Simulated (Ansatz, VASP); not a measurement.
**Two plane-wave programs on K2S**

POSCAR

```
K2S
1.0
    0.0000000000      3.7027186978      3.7027186978
    3.7027186978      0.0000000000      3.7027186978
    3.7027186978      3.7027186978      0.0000000000
K S
2 1
Direct
    0.2500000000      0.2500000000      0.2500000000
    0.7500000000      0.7500000000      0.7500000000
    0.0000000000      0.0000000000      0.0000000000
```

File INCAR.step1:

```
SYSTEM = K2S
PREC = Accurate
ENCUT = 400
EDIFF = 1E-5
ISMEAR = 1
SIGMA = 0.001
LREAL = .FALSE.
LASPH = .TRUE.
NELM = 120
ALGO = Normal
ISIF = 2
LWAVE = .TRUE.
LCHARG = .FALSE.
NBANDS = 19
GGA = PE
GGA_COMPAT = .FALSE.
```

Contents of INCAR.step2:

```
SYSTEM = K2S
PREC = Accurate
ENCUT = 400
EDIFF = 1E-6
ISMEAR = 1
SIGMA = 0.001
LREAL = .FALSE.
LASPH = .TRUE.
NELM = 120
ALGO = Normal
ISIF = 2
LWAVE = .FALSE.
LCHARG = .FALSE.
GGA = PE
LHFCALC = .TRUE.
HFSCREEN = 0.2079
PRECFOCK = Normal
NBANDS = 19
ISTART = 1
GGA_COMPAT = .FALSE.
```

KPOINTS

```
regular mesh
0
G
  4 4 4
  0 0 0
```

Input for Ansatz:

```yaml
crystal:
  lattice:
    - [0.0, 3.7027186978, 3.7027186978]
    - [3.7027186978, 0.0, 3.7027186978]
    - [3.7027186978, 3.7027186978, 0.0]
  atoms:
    - { symbol: K, position: [0.25, 0.25, 0.25] }
    - { symbol: K, position: [0.75, 0.75, 0.75] }
    - { symbol: S, position: [0.0, 0.0, 0.0] }
kpoints:
  mp_grid: { grid: [4, 4, 4] }
hamiltonian:
  xc: hse06
scf:
  occupations: { method: methfessel_paxton, width: 0.001 }
  n_extra_bands: 4
output:
  forces: true
  stress: true
  eigenvalues: true
```

Alike in both runs: task single point; functional HSE06; k mesh 4 × 4 × 4; occupations methfessel-paxton of order 1, width 0.001 eV; no spin polarisation.

|  | VASP | Ansatz |
| --- | --- | --- |
| version | VASP 6.6.1 | Ansatz 0.2.0 |
| potentials or method | VASP PAW PBE potentials, release 64 (K_sv, S) | plane waves |
| plane-wave cutoff (eV) | 400 | 420 |
| valence electrons in the cell | 24 | 24 |

|  | VASP | Ansatz | Ansatz less VASP |
| --- | --- | --- | --- |
| gap on the k mesh at the Fermi level (eV) | 3.31 | 3.31 | +0.004 |
| pressure (GPa) | 0.2 | 0.1 | -0.07 |

With one functional, cell and mesh, what is left measures potentials, basis and numerics. Ansatz's warnings: stress exchange threshold loose, stress scf threshold loose.
